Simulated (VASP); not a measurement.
Write the native input for VASP 6.6.1 that does the following.

| Property | Result |
| --- | --- |
| Task | single point |
| Functional | PBE0 |
| Potentials or basis | VASP PAW PBE potentials, release 64 (P, N, Mg) |
| Cutoff | 520 eV |
| k mesh | 4 × 4 × 4 |
| Occupations | gaussian, width 0.01 eV |
| Spin | no spin polarisation |
| Dipole correction | no |
| Grid for exact exchange (PRECFOCK) | Fast |
| Further INCAR settings | ALGO = Normal; EDIFF = 1e-06; NBANDS = 16 |
| Share of exact exchange | 0.25 |

Crystal: Mg3PN.

```xyz
5
Lattice="4.1515 0.0000 0.0000 0.0000 4.1515 0.0000 0.0000 0.0000 4.1515" Properties=species:S:1:pos:R:3 pbc="T T T"
P     0.0000    0.0000    0.0000
N     2.0758    2.0758    2.0758
Mg    2.0758    2.0758    0.0000
Mg    2.0758    0.0000    2.0758
Mg    0.0000    2.0758    2.0758
```

One way to write it, as run:

POSCAR

```
Mg3PN
1.0
    4.1515493141      0.0000000000      0.0000000000
    0.0000000000      4.1515493141      0.0000000000
    0.0000000000      0.0000000000      4.1515493141
P N Mg
1 1 3
Direct
    0.0000000000      0.0000000000      0.0000000000
    0.5000000000      0.5000000000      0.5000000000
    0.5000000000      0.5000000000      0.0000000000
    0.5000000000      0.0000000000      0.5000000000
    0.0000000000      0.5000000000      0.5000000000
```

INCAR.step1

```
PREC = Accurate
ENCUT = 520
EDIFF = 1E-5
ISMEAR = 0
SIGMA = 0.01
LREAL = F
LASPH = T
NELM = 60
ALGO = Normal
ISIF = 2
LWAVE = T
NBANDS = 16
GGA = PE
```

INCAR.step2

```
PREC = Accurate
ENCUT = 520
EDIFF = 1E-6
ISMEAR = 0
SIGMA = 0.01
LREAL = F
LASPH = T
NELM = 60
ALGO = Normal
ISIF = 2
LWAVE = F
LCHARG = T
GGA = PE
LHFCALC = T
AEXX = 0.25
PRECFOCK = Fast
LELF = T
LVHAR = T
NBANDS = 16
ISTART = 1
```

KPOINTS

```
regular mesh
0
Gamma
  4 4 4
```

Potentials or basis: VASP PAW PBE potentials, release 64 (P, N, Mg).

Run with:

```console
$ cat potpaw_PBE.64/P/POTCAR potpaw_PBE.64/N/POTCAR potpaw_PBE.64/Mg/POTCAR > POTCAR
$ cp INCAR.step1 INCAR
$ mpirun -np 1 vasp_std > vasp.out
$ cp INCAR.step2 INCAR
$ mpirun -np 1 vasp_std > vasp.out
```

Results of the run:

```yaml
Pressure: -0.5 GPa
Band_gap_on_the_k_mesh: 3.21 eV
```

Caveat: the PAW data sets were made with another functional, which shifts forces and pressure a little.

Wall time 5.6 min on 1 thread of AMD EPYC 7R43 64-Core Processor (Zen 3), on a shared host, peak memory 0.15 GiB.
